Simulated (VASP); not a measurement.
# Al2Cu (I4/mmm) in VASP: a series of runs, part 2 of 2

VASP 6.6.1.

## Step 3: Single point, PBEsol

This run uses another cell than the first one, of 14.45 Å³/atom, 1.063 times its volume.

The input, INCAR:

```
SYSTEM = Al2Cu
PREC = Accurate
ENCUT = 520
EDIFF = 1E-7
ISMEAR = -1
SIGMA = 0.05
LREAL = .False.
LASPH = .True.
NELM = 80
ALGO = Normal
ISIF = 2
LWAVE = .False.
LCHARG = .False.
GGA = PS
NBANDS = 16
```

The input, KPOINTS:

```
Automatic mesh
0
Gamma
  9 9 9
  0 0 0
```

The input, POSCAR:

```
Al2Cu
1.0
   -1.9720139303      1.9720139303      2.7871105619
    1.9720139303     -1.9720139303      2.7871105619
    1.9720139303      1.9720139303     -2.7871105619
Cu Al
1 2
Direct
    0.5000000000      0.5000000000      0.0000000000
    0.2500000000      0.7500000000      0.5000000000
    0.7500000000      0.2500000000      0.5000000000
```

Potentials or basis: VASP PAW PBE potentials, release 64 (Cu, Al).

Started as:

```sh
cat potpaw_PBE.64/Cu/POTCAR potpaw_PBE.64/Al/POTCAR > POTCAR
mpirun -np 1 vasp_std > vasp.out
```

OUTCAR:

```text
SYSTEM = Al2Cu
   PREC = Accurate
   ENCUT = 520
   EDIFF = 1E-7
   ISMEAR = -1
   LREAL = .False.
   LASPH = .True.
   NELM = 80
   ISIF = 2
   GGA = PS

 ion  position               nearest neighbor table
   1  0.500  0.500  0.000-   2 2.41   3 2.41   2 2.41   3 2.41   2 2.41   3 2.41   2 2.41   3 2.41

   2  0.250  0.750  0.500-   1 2.41   1 2.41   1 2.41   1 2.41   3 2.79   3 2.79   3 2.79   3 2.79
                             3 2.79   3 2.79
   3  0.750  0.250  0.500-   1 2.41   1 2.41   1 2.41   1 2.41   2 2.79   2 2.79   2 2.79   2 2.79
                             2 2.79   2 2.79

  LATTYP: Found a body centered tetragonal cell.
 ALAT       =     3.9440278606
 C/A-ratio  =     1.4133320861

  Lattice vectors:

 A1 = (  -1.9720139303,   1.9720139303,   2.7871105619)
 A2 = (   1.9720139303,  -1.9720139303,   2.7871105619)
 A3 = (   1.9720139303,   1.9720139303,  -2.7871105619)

Analysis of symmetry for initial positions (statically):
=====================================================================
 Subroutine PRICEL returns:
 Original cell was already a primitive cell.

 Routine SETGRP: Setting up the symmetry group for a
 body centered tetragonal supercell.

 Subroutine GETGRP returns: Found 16 space group operations
 (whereof 16 operations were pure point group operations)
 out of a pool of 16 trial point group operations.

The static configuration has the point symmetry D_4h.

Analysis of symmetry for dynamics (positions and initial velocities):
=====================================================================
 Subroutine PRICEL returns:
 Original cell was already a primitive cell.

 Routine SETGRP: Setting up the symmetry group for a
 body centered tetragonal supercell.

 Subroutine GETGRP returns: Found 16 space group operations
 (whereof 16 operations were pure point group operations)
 out of a pool of 16 trial point group operations.

[... 121 lines left out ...]
     AMIX     =   0.40;   BMIX     =  1.00
     AMIX_MAG =   1.60;   BMIX_MAG =  1.00
  volume/ion in A,a.u.               =      14.45        97.52
  Fermi-wavevector in a.u.,A,eV,Ry     =   1.198247  2.264359 19.535195  1.435796
  Thomas-Fermi vector in A             =   2.334141
   LORBIT       =      0    0 simple, 1 ext, 2 COOP (PROOUT), +10 PAW based schemes
   GGA     = PS    functional components
   LHFCALC =     F    Hartree Fock is set to
   AEXX    =    0.0000 exact exchange contribution
   IVDW    =     0    specifies the selected vdW correction
   LEPSILON=     F    determine dielectric tensor
   LRPA    =     F    only Hartree local field effects (RPA)
 non-spin polarized calculation
  energy-cutoff  :      520.00
  volume of cell :       43.35
 maximum number of plane-waves:      1211
 NGX is ok and might be reduce to    30
   NGX = 15   NGY = 15   NGZ = 15

 number of electron      16.9999997 magnetization

 Free energy of the ion-electron system (eV)
  ---------------------------------------------------
  ext. energy  EPLUGINS =         0.00000000
  ---------------------------------------------------
  free energy    TOTEN  =       -12.89499373 eV

  energy without entropy =      -12.88175415  energy(sigma->0) =      -12.88837394

 E-fermi :   7.9111     XC(G=0): -10.9723

 val. band max:        7.9002661248   @ k =  -0.4444   0.1111  -0.0000
 cond. band min:       8.0075321592   @ k =  -0.1111  -0.3333   0.1111
 fundamental gap:      0.1072660344
 Fermi energy:         7.9110823914

 k-point     1 :       0.0000    0.0000    0.0000
  band No.  band energies     occupation
      1      -2.8810      2.00000
      2       2.9764      2.00000
      3       2.9769      2.00000
      4       2.9769      2.00000
      5       3.5864      2.00000
      6       3.5873      2.00000
[... 433 lines left out ...]
      3       2.3680      2.00000
      4       3.5161      2.00000
      5       3.5912      2.00000
      6       3.7324      2.00000
[... 8 lines left out ...]
     15      18.9602      0.00000
     16      20.5506      0.00000

 [... further k-points ...]

------------------------ aborting loop because EDIFF is reached ----------------------------------------

  FORCE on cell =-STRESS in cart. coord.  units (eV):
  Direction    XX          YY          ZZ          XY          YZ          ZX
  --------------------------------------------------------------------------------------
  -------------------------------------------------------------------------------------
  Total        2.7490189      2.7490189      2.7519628      0.0000000      0.0000000     -0.0000000
  in kB      101.5907509    101.5907509    101.6995427      0.0000000      0.0000000     -0.0000000
  external PRESSURE =     101.6270148 kB  Pullay stress =       0.0000000 kB

 VOLUME and BASIS-vectors are now :
 -----------------------------------------------------------------------------
  energy-cutoff  :      520.00
  volume of cell :       43.35
      direct lattice vectors                 reciprocal lattice vectors
    -1.972013930  1.972013930  2.787110562     0.000000000  0.253547905  0.179397261
     1.972013930 -1.972013930  2.787110562     0.253547905  0.000000000  0.179397261
     1.972013930  1.972013930 -2.787110562     0.253547905  0.253547905  0.000000000

 POSITION                                       TOTAL-FORCE (eV/Angst)
 -----------------------------------------------------------------------------------
      0.00000      0.00000      2.78711         0.000000      0.000000      0.000000
      1.97201      0.00000      1.39356        -0.000000      0.000000      0.000000
      0.00000      1.97201      1.39356         0.000000     -0.000000     -0.000000
 -----------------------------------------------------------------------------------
    total drift:                                0.000000     -0.000000      0.000000

  FREE ENERGIE OF THE ION-ELECTRON SYSTEM (eV)
  ---------------------------------------------------
  free  energy   TOTEN  =       -12.8949937299 eV

  energy  without entropy=      -12.8817541511  energy(sigma->0) =      -12.88837394
```

OSZICAR:

```text
N       E                     dE             d eps       ncg     rms          rms(c)
DAV:   1     0.618019369238E+02    0.61802E+02   -0.69439E+03  2416   0.117E+03
DAV:   2    -0.129223736752E+02   -0.74724E+02   -0.66158E+02  2520   0.206E+02
DAV:   3    -0.156435818029E+02   -0.27212E+01   -0.26662E+01  3304   0.444E+01
DAV:   4    -0.157000219120E+02   -0.56440E-01   -0.56418E-01  2832   0.544E+00
DAV:   5    -0.157027174050E+02   -0.26955E-02   -0.26954E-02  3720   0.134E+00    0.163E+01
DAV:   6    -0.179572122393E+02   -0.22545E+01   -0.48648E+01  2712   0.232E+02    0.128E+01
DAV:   7    -0.130816083333E+02    0.48756E+01   -0.12249E+01  3024   0.821E+01    0.238E+00
DAV:   8    -0.129388956602E+02    0.14271E+00   -0.12484E+00  3472   0.312E+01    0.191E+00
DAV:   9    -0.128950152115E+02    0.43880E-01   -0.16360E-01  3448   0.103E+01    0.262E-01
DAV:  10    -0.128972852956E+02   -0.22701E-02   -0.55096E-03  3736   0.179E+00    0.339E-01
DAV:  11    -0.128949848097E+02    0.23005E-02   -0.65798E-03  3104   0.284E+00    0.408E-02
DAV:  12    -0.128950090418E+02   -0.24232E-04   -0.35189E-04  3120   0.161E-01    0.294E-02
DAV:  13    -0.128949949511E+02    0.14091E-04   -0.31094E-05  3576   0.160E-01    0.861E-03
DAV:  14    -0.128949937138E+02    0.12373E-05   -0.40512E-06  3752   0.495E-02    0.442E-04
DAV:  15    -0.128949937299E+02   -0.16081E-07   -0.15115E-07  1888   0.910E-03
   1 F= -.12894994E+02 E0= -.12888374E+02  d E =-.132396E-01
```

Wall time 58 s (1 thread of Intel Xeon Platinum 8259CL at 2.50GHz (Skylake/Cascade Lake), shared host); peak memory 0.2 GiB.

Results:

* Free energy: -12.8950 eV
* Pressure: 10.2 GPa

Caveat: the PAW data sets were made with another functional, which shifts forces and pressure a little.
